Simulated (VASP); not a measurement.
# Ag (P6_3/mmc) in VASP: further runs

Ag is run at these levels: PBEsol; tasks: single point.

Everything below comes from runs of VASP 6.6.1. Logs are shortened: lines on timing, memory, paths and dates and some standing lists are left out, and cuts for length are marked.

## Step 1: The cell of the first run

It takes space group P6_3/mmc (No. 194, hexagonal). Conventional cell: a = 2.272 Å, b = 2.272 Å, c = 3.729 Å, α = 90.00°, β = 90.00°, γ = 120.00°. Ag (site symmetry -6m2) has 12 Ag at 2.27 to 2.28 Å within 3.0 Å.

This isn't the form of Ag at room conditions, which is fcc.

## Step 2: Single point, PBEsol

Input file INCAR:

```
  PREC = Accurate
  ENCUT = 520
  EDIFF = 1E-6
  ISMEAR = -1
  SIGMA = 0.05
  LREAL = F
  LASPH = T
  NELM = 80
  ALGO = Normal
  ISIF = 2
  LWAVE = F
  LCHARG = T
  GGA = PS
  LELF = T
  LVHAR = T
  NBANDS = 18
```

Input file KPOINTS:

```
regular mesh
0
Gamma
  15 15 8
```

Input file POSCAR:

```
Ag
1.0
    2.2720945871      0.0000000000      0.0000000000
   -1.1360472936      1.9676916323      0.0000000000
    0.0000000000      0.0000000000      3.7287370842
Ag
2
Direct
    0.3333333333      0.6666666667      0.2500000000
    0.6666666667      0.3333333333      0.7500000000
```

Potentials or basis: VASP PAW PBE potentials, release 64 (Ag).

The run is started by

```sh
> cat potpaw_PBE.64/Ag/POTCAR > POTCAR
> mpirun -np 1 vasp_std > vasp.out
```

OUTCAR:

```text
PREC = Accurate
   ENCUT = 520
   EDIFF = 1E-6
   ISMEAR = -1
   LREAL = F
   LASPH = T
   NELM = 80
   ISIF = 2
   GGA = PS

 ion  position               nearest neighbor table
   1  0.333  0.667  0.250-   2 2.28   2 2.28   2 2.28   2 2.28   2 2.28   2 2.28   2 3.22   2 3.22
                             2 3.22   2 3.22   2 3.22   2 3.22
   2  0.667  0.333  0.750-   1 2.28   1 2.28   1 2.28   1 2.28   1 2.28   1 2.28   1 3.22   1 3.22
                             1 3.22   1 3.22   1 3.22   1 3.22

  LATTYP: Found a hexagonal cell.
 ALAT       =     2.2720945871
 C/A-ratio  =     1.6411011695

  Lattice vectors:

 A1 = (   2.2720945871,   0.0000000000,   0.0000000000)
 A2 = (  -1.1360472936,   1.9676916323,   0.0000000000)
 A3 = (   0.0000000000,   0.0000000000,   3.7287370842)

Analysis of symmetry for initial positions (statically):
=====================================================================
 Subroutine PRICEL returns:
 Original cell was already a primitive cell.

 Routine SETGRP: Setting up the symmetry group for a
 hexagonal supercell.

 Subroutine GETGRP returns: Found 24 space group operations
 (whereof 12 operations were pure point group operations)
 out of a pool of 24 trial point group operations.

The static configuration has the point symmetry D_3d.
 The point group associated with its full space group is D_6h.

Analysis of symmetry for dynamics (positions and initial velocities):
=====================================================================
 Subroutine PRICEL returns:
 Original cell was already a primitive cell.

 Routine SETGRP: Setting up the symmetry group for a
 hexagonal supercell.

 Subroutine GETGRP returns: Found 24 space group operations
 (whereof 12 operations were pure point group operations)
 out of a pool of 24 trial point group operations.

The dynamic configuration has the point symmetry D_3d.
 The point group associated with its full space group is D_6h.

 Subroutine INISYM returns: Found 24 space group operations
 (whereof 12 operations are pure point group operations),
 and found     1 'primitive' translations

----------------------------------------------------------------------------------------

                                     Primitive cell

  volume of cell :      16.6704
[... 83 lines left out ...]
   ISPIN  =      1    spin polarized calculation?
   LNONCOLLINEAR =      F non collinear calculations
   LSORBIT =      F    spin-orbit coupling
   LASPH  =      T    aspherical Exc in radial PAW
   ENCUT  =  520.0 eV  38.22 Ry    6.18 a.u.   4.22  4.22  6.93*2*pi/ulx,y,z
   NELM   =     80;   NELMIN=  2; NELMDL= -5     # of ELM steps
   EDIFF  = 0.1E-05   stopping-criterion for ELM
   LREAL  =      F    real-space projection
   EDIFFG = 0.1E-04   stopping-criterion for IOM
   NSW    =      0    number of steps for IOM
   IBRION =     -1    ionic relax: 0-MD 1-quasi-New 2-CG
   NFREE  =      0    steps in history (QN), initial steepest desc. (CG)
   ISIF   =      2    stress and relaxation
   ISYM   =      2    0-nonsym 1-usesym 2-fastsym
   POTIM  = 0.5000    time-step for ionic-motion
   TEBEG  =    0.0;   TEEND  =   0.0 temperature during run
   PSTRESS=    0.0 pullay stress
   NELECT =      22.0000    total number of electrons
   NUPDOWN=      -1.0000    fix difference up-down
   EMIN   =  10.00;   EMAX   =-10.00  energy-range for DOS
   EFERMI =   0.00;   METHOD = LEGACY
   ISMEAR =    -1;   SIGMA  =   0.05  broadening in eV -4-tet -1-fermi 0-gaus
   EFERMI_NEDOS =   21; number of points for ismear=-14 and -15
   IALGO  =     38    algorithm
   IMIX   =      4    mixing-type and parameters
     AMIX     =   0.40;   BMIX     =  1.00
     AMIX_MAG =   1.60;   BMIX_MAG =  1.00
  volume/ion in A,a.u.               =       8.34        56.25
  Fermi-wavevector in a.u.,A,eV,Ry     =   1.795701  3.393383 43.872551  3.224542
  Thomas-Fermi vector in A             =   2.857399
   LORBIT       =      0    0 simple, 1 ext, 2 COOP (PROOUT), +10 PAW based schemes
   GGA     = PS    functional components
   LHFCALC =     F    Hartree Fock is set to
   AEXX    =    0.0000 exact exchange contribution
   IVDW    =     0    specifies the selected vdW correction
   LEPSILON=     F    determine dielectric tensor
   LRPA    =     F    only Hartree local field effects (RPA)
 non-spin polarized calculation
  energy-cutoff  :      520.00
  volume of cell :       16.67
 maximum number of plane-waves:       462
 NGX is ok and might be reduce to    18
   NGX =  9   NGY =  9   NGZ = 13

 number of electron      21.9999991 magnetization

 Free energy of the ion-electron system (eV)
  ---------------------------------------------------
  ext. energy  EPLUGINS =         0.00000000
  ---------------------------------------------------
  free energy    TOTEN  =         7.20717100 eV

  energy without entropy =        7.20794050  energy(sigma->0) =        7.20755575

 E-fermi :  24.3691     XC(G=0): -17.1923

 val. band max:       24.2798985280   @ k =   0.2667   0.2000   0.3750
 cond. band min:      24.6168433314   @ k =   0.4667   0.0667   0.1250
 fundamental gap:      0.3369448034
 Fermi energy:        24.3691402646

 k-point     1 :       0.0000    0.0000    0.0000
  band No.  band energies     occupation
      1       8.7510      2.00000
      2       9.5477      2.00000
      3      13.8397      2.00000
      4      14.1186      2.00000
      5      14.1186      2.00000
      6      14.9840      2.00000
[... 481 lines left out ...]
      5      14.4418      2.00000
      6      14.4708      2.00000
[... 10 lines left out ...]
     17      41.0384      0.00000
     18      42.6858      0.00000

 [... further k-points ...]

------------------------ aborting loop because EDIFF is reached ----------------------------------------

  FORCE on cell =-STRESS in cart. coord.  units (eV):
  Direction    XX          YY          ZZ          XY          YZ          ZX
  --------------------------------------------------------------------------------------
  -------------------------------------------------------------------------------------
  Total       56.7337687     56.7337687     56.7974344     -0.0000000      0.0000000      0.0000000
  in kB     5452.6423031   5452.6423035   5458.7611600     -0.0000001      0.0000000      0.0000000
  external PRESSURE =    5454.6819222 kB  Pullay stress =       0.0000000 kB

 VOLUME and BASIS-vectors are now :
 -----------------------------------------------------------------------------
  energy-cutoff  :      520.00
  volume of cell :       16.67
      direct lattice vectors                 reciprocal lattice vectors
     2.272094587  0.000000000  0.000000000     0.440122522  0.254104857  0.000000000
    -1.136047294  1.967691632  0.000000000     0.000000000  0.508209713  0.000000000
     0.000000000  0.000000000  3.728737084     0.000000000  0.000000000  0.268187318

 POSITION                                       TOTAL-FORCE (eV/Angst)
 -----------------------------------------------------------------------------------
     -0.00000      1.31179      0.93218         0.000000      0.000000      0.000000
      1.13605      0.65590      2.79655        -0.000000     -0.000000      0.000000
 -----------------------------------------------------------------------------------
    total drift:                                0.000000     -0.000000     -0.000000

  FREE ENERGIE OF THE ION-ELECTRON SYSTEM (eV)
  ---------------------------------------------------
  free  energy   TOTEN  =         7.2071709964 eV

  energy  without entropy=        7.2079404960  energy(sigma->0) =        7.20755575
```

Wall time 46 s (1 thread of Intel Xeon 8259CL, shared host); peak memory 0.15 GiB.

What came out:

```
Free energy            : 7.2072 eV
Pressure               : 545.5 GPa
Band gap on the k mesh : zero (bands 11 and 12 overlap by 12.79 eV)
```

Stress tensor (GPa, compression positive):
```
545.26   0.00   0.00
  0.00 545.26   0.00
  0.00   0.00 545.88
```

Levels at points of the mesh, in eV from the Fermi level:
| k point | band 8 | band 9 | band 10 | band 11 | band 12 | band 13 | band 14 | band 15 |
| --- | --- | --- | --- | --- | --- | --- | --- | --- |
| (0.00, 0.00, 0.00) | -8.16 | -8.16 | -4.85 | -4.85 | -3.52 | 9.10 | 13.89 | 16.53 |
| (0.00, 0.00, 0.50) | -9.82 | -5.78 | -5.78 | -5.78 | -5.78 | 13.25 | 13.25 | 18.51 |

Caveat: the cell stands under pressure; the PAW data sets were made with another functional, which shifts forces and pressure a little.

## Step 3: Single point, PBEsol (8.34 Å³/atom)

Input file INCAR:

```
SYSTEM = Ag
ALGO     = Normal         ! electronic algorithm
EDIFF    = 1E-6           ! SCF threshold, eV
ENCUT    = 520            ! plane-wave cutoff, eV
GGA      = PS             ! functional
ISIF     = 2              ! what is computed and relaxed
ISMEAR   = -1             ! smearing method
LASPH    = .True.         ! aspherical terms in the spheres
LCHARG   = .False.        ! write CHGCAR
LREAL    = .False.        ! projectors in reciprocal space
LWAVE    = .False.        ! write WAVECAR
NBANDS   = 18             ! bands
NELM     = 60             ! most SCF steps
PREC     = Accurate       ! precision mode
SIGMA    = 0.05           ! smearing width, eV
```

Input file KPOINTS:

```
k-points
0
Gamma
  15 15 8
  0 0 0
```

POSCAR is that of step 2.

Potentials or basis: VASP PAW PBE potentials, release 64 (Ag).

The run is started by

```sh
> cat potpaw_PBE.64/Ag/POTCAR > POTCAR
> mpirun -np 1 vasp_std > vasp.out
```

OUTCAR:

```text
SYSTEM = Ag
   EDIFF = 1E-6
   ENCUT = 520
   GGA = PS
   ISIF = 2
   ISMEAR = -1
   LASPH = .True.
   LREAL = .False.
   NELM = 60
   PREC = Accurate

 ion  position               nearest neighbor table
   1  0.333  0.667  0.250-   2 2.28   2 2.28   2 2.28   2 2.28   2 2.28   2 2.28   2 3.22   2 3.22
                             2 3.22   2 3.22   2 3.22   2 3.22
   2  0.667  0.333  0.750-   1 2.28   1 2.28   1 2.28   1 2.28   1 2.28   1 2.28   1 3.22   1 3.22
                             1 3.22   1 3.22   1 3.22   1 3.22

  LATTYP: Found a hexagonal cell.
 ALAT       =     2.2720945871
 C/A-ratio  =     1.6411011695

  Lattice vectors:

 A1 = (   2.2720945871,   0.0000000000,   0.0000000000)
 A2 = (  -1.1360472936,   1.9676916323,   0.0000000000)
 A3 = (   0.0000000000,   0.0000000000,   3.7287370842)

Analysis of symmetry for initial positions (statically):
=====================================================================
 Subroutine PRICEL returns:
 Original cell was already a primitive cell.

 Routine SETGRP: Setting up the symmetry group for a
 hexagonal supercell.

 Subroutine GETGRP returns: Found 24 space group operations
 (whereof 12 operations were pure point group operations)
 out of a pool of 24 trial point group operations.

The static configuration has the point symmetry D_3d.
 The point group associated with its full space group is D_6h.

Analysis of symmetry for dynamics (positions and initial velocities):
=====================================================================
 Subroutine PRICEL returns:
 Original cell was already a primitive cell.

 Routine SETGRP: Setting up the symmetry group for a
 hexagonal supercell.

 Subroutine GETGRP returns: Found 24 space group operations
 (whereof 12 operations were pure point group operations)
 out of a pool of 24 trial point group operations.

The dynamic configuration has the point symmetry D_3d.
 The point group associated with its full space group is D_6h.

 Subroutine INISYM returns: Found 24 space group operations
 (whereof 12 operations are pure point group operations),
 and found     1 'primitive' translations

----------------------------------------------------------------------------------------

                                     Primitive cell

  volume of cell :      16.6704

  direct lattice vectors                    reciprocal lattice vectors
     2.272094587  0.000000000  0.000000000     0.440122522  0.254104857  0.000000000
    -1.136047294  1.967691632  0.000000000     0.000000000  0.508209713  0.000000000
     0.000000000  0.000000000  3.728737084     0.000000000  0.000000000  0.268187318

  length of vectors
     2.272094587  2.272094587  3.728737084     0.508209713  0.508209713  0.268187318

  position of ions in fractional coordinates (direct lattice)
     0.333333333  0.666666667  0.250000000
     0.666666667  0.333333333  0.750000000

  ion indices of the primitive-cell ions
   primitive index   ion index
                 1           1
                 2           2

----------------------------------------------------------------------------------------

 KPOINTS: k-points

Automatic generation of k-mesh.
 Grid dimensions read from file:
 generate k-points for:   15   15    8

 Generating k-lattice:

  Cartesian coordinates                     Fractional coordinates (reciprocal lattice)
     0.029341501  0.016940324  0.000000000     0.066666667  0.000000000  0.000000000
     0.000000000  0.033880648  0.000000000     0.000000000  0.066666667  0.000000000
     0.000000000  0.000000000  0.033523415     0.000000000  0.000000000  0.125000000

  Length of vectors
     0.033880648  0.033880648  0.033523415

  Shift w.r.t. Gamma in fractional coordinates (k-lattice)
     0.000000000  0.000000000  0.000000000

 Subroutine IBZKPT returns following result:
 ===========================================

 Found    135 irreducible k-points:

 Following reciprocal coordinates:
            Coordinates               Weight
  0.000000  0.000000  0.000000      1.000000
  0.066667  0.000000  0.000000      6.000000
  0.133333  0.000000  0.000000      6.000000
  0.200000  0.000000  0.000000      6.000000
  0.266667  0.000000  0.000000      6.000000
  0.333333  0.000000  0.000000      6.000000
[... 16 lines left out ...]
  0.333333  0.200000  0.000000     12.000000
  0.400000  0.200000  0.000000      6.000000
 [... further k-points ...]
   k-points           NKPTS =    135   k-points in BZ     NKDIM =    135   number of bands    NBANDS=     18
   number of dos      NEDOS =    301   number of ions     NIONS =      2
   total plane-waves  NPLWV =   9072
   dimension x,y,z NGX =    18 NGY =   18 NGZ =   28
   dimension x,y,z NGXF=    36 NGYF=   36 NGZF=   56
   ions per type =               2
   NGX,Y,Z   is equivalent  to a cutoff of  13.17, 13.17, 12.48 a.u.
   NGXF,Y,Z  is equivalent  to a cutoff of  26.34, 26.34, 24.97 a.u.
 SYSTEM =  Ag
   PREC   = accura    normal or accurate (medium, high low for compatibility)
   ISTART =      0    job   : 0-new  1-cont  2-samecut
   ICHARG =      2    charge: 1-file 2-atom 10-const
   ISPIN  =      1    spin polarized calculation?
   LNONCOLLINEAR =      F non collinear calculations
   LSORBIT =      F    spin-orbit coupling
   LASPH  =      T    aspherical Exc in radial PAW
   ENCUT  =  520.0 eV  38.22 Ry    6.18 a.u.   4.22  4.22  6.93*2*pi/ulx,y,z
   NELM   =     60;   NELMIN=  2; NELMDL= -5     # of ELM steps
   EDIFF  = 0.1E-05   stopping-criterion for ELM
   LREAL  =      F    real-space projection
   EDIFFG = 0.1E-04   stopping-criterion for IOM
   NSW    =      0    number of steps for IOM
   IBRION =     -1    ionic relax: 0-MD 1-quasi-New 2-CG
   NFREE  =      0    steps in history (QN), initial steepest desc. (CG)
   ISIF   =      2    stress and relaxation
   ISYM   =      2    0-nonsym 1-usesym 2-fastsym
   POTIM  = 0.5000    time-step for ionic-motion
   TEBEG  =    0.0;   TEEND  =   0.0 temperature during run
   PSTRESS=    0.0 pullay stress
   NELECT =      22.0000    total number of electrons
   NUPDOWN=      -1.0000    fix difference up-down
   EMIN   =  10.00;   EMAX   =-10.00  energy-range for DOS
   EFERMI =   0.00;   METHOD = LEGACY
   ISMEAR =    -1;   SIGMA  =   0.05  broadening in eV -4-tet -1-fermi 0-gaus
   EFERMI_NEDOS =   21; number of points for ismear=-14 and -15
   IALGO  =     38    algorithm
   IMIX   =      4    mixing-type and parameters
     AMIX     =   0.40;   BMIX     =  1.00
     AMIX_MAG =   1.60;   BMIX_MAG =  1.00
  volume/ion in A,a.u.               =       8.34        56.25
  Fermi-wavevector in a.u.,A,eV,Ry     =   1.795701  3.393383 43.872551  3.224542
  Thomas-Fermi vector in A             =   2.857399
   LORBIT       =      0    0 simple, 1 ext, 2 COOP (PROOUT), +10 PAW based schemes
   GGA     = PS    functional components
   LHFCALC =     F    Hartree Fock is set to
   AEXX    =    0.0000 exact exchange contribution
   IVDW    =     0    specifies the selected vdW correction
   LEPSILON=     F    determine dielectric tensor
   LRPA    =     F    only Hartree local field effects (RPA)
 non-spin polarized calculation
  energy-cutoff  :      520.00
  volume of cell :       16.67
 maximum number of plane-waves:       462
 NGX is ok and might be reduce to    18
   NGX =  9   NGY =  9   NGZ = 13

 number of electron      21.9999991 magnetization

 Free energy of the ion-electron system (eV)
  ---------------------------------------------------
  ext. energy  EPLUGINS =         0.00000000
  ---------------------------------------------------
  free energy    TOTEN  =         7.20717100 eV

  energy without entropy =        7.20794050  energy(sigma->0) =        7.20755575

 E-fermi :  24.3691     XC(G=0): -17.1923

 val. band max:       24.2798985280   @ k =   0.2667   0.2000   0.3750
 cond. band min:      24.6168433314   @ k =   0.4667   0.0667   0.1250
 fundamental gap:      0.3369448034
 Fermi energy:        24.3691402646

 k-point     1 :       0.0000    0.0000    0.0000
  band No.  band energies     occupation
      1       8.7510      2.00000
      2       9.5477      2.00000
      3      13.8397      2.00000
      4      14.1186      2.00000
      5      14.1186      2.00000
      6      14.9840      2.00000
[... 10 lines left out ...]
     17      49.7465      0.00000
     18      49.7465      0.00000
[... 466 lines left out ...]
      2      10.7034      2.00000
      3      11.9001      2.00000
      4      13.5808      2.00000
      5      14.4418      2.00000
      6      14.4708      2.00000
[... 10 lines left out ...]
     17      41.0384      0.00000
     18      42.6858      0.00000

 [... further k-points ...]

------------------------ aborting loop because EDIFF is reached ----------------------------------------

  FORCE on cell =-STRESS in cart. coord.  units (eV):
  Direction    XX          YY          ZZ          XY          YZ          ZX
  --------------------------------------------------------------------------------------
  -------------------------------------------------------------------------------------
  Total       56.7337687     56.7337687     56.7974344     -0.0000000      0.0000000      0.0000000
  in kB     5452.6423031   5452.6423035   5458.7611600     -0.0000001      0.0000000      0.0000000
  external PRESSURE =    5454.6819222 kB  Pullay stress =       0.0000000 kB

 VOLUME and BASIS-vectors are now :
 -----------------------------------------------------------------------------
  energy-cutoff  :      520.00
  volume of cell :       16.67
      direct lattice vectors                 reciprocal lattice vectors
     2.272094587  0.000000000  0.000000000     0.440122522  0.254104857  0.000000000
    -1.136047294  1.967691632  0.000000000     0.000000000  0.508209713  0.000000000
     0.000000000  0.000000000  3.728737084     0.000000000  0.000000000  0.268187318

 POSITION                                       TOTAL-FORCE (eV/Angst)
 -----------------------------------------------------------------------------------
     -0.00000      1.31179      0.93218         0.000000      0.000000      0.000000
      1.13605      0.65590      2.79655        -0.000000     -0.000000      0.000000
 -----------------------------------------------------------------------------------
    total drift:                                0.000000     -0.000000     -0.000000

  FREE ENERGIE OF THE ION-ELECTRON SYSTEM (eV)
  ---------------------------------------------------
  free  energy   TOTEN  =         7.2071709964 eV

  energy  without entropy=        7.2079404960  energy(sigma->0) =        7.20755575
```

Run time: 43 s. Hardware: 1 thread of Intel Xeon 8259CL, shared host; peak memory 0.15 GiB.

Results:

```yaml
Free_energy: 7.2072 eV
Pressure: 545.5 GPa
Band_gap_on_the_k_mesh: zero (bands 11 and 12 overlap by 12.79 eV)
```

Caveat: the cell stands under pressure; the PAW data sets were made with another functional, which shifts forces and pressure a little.
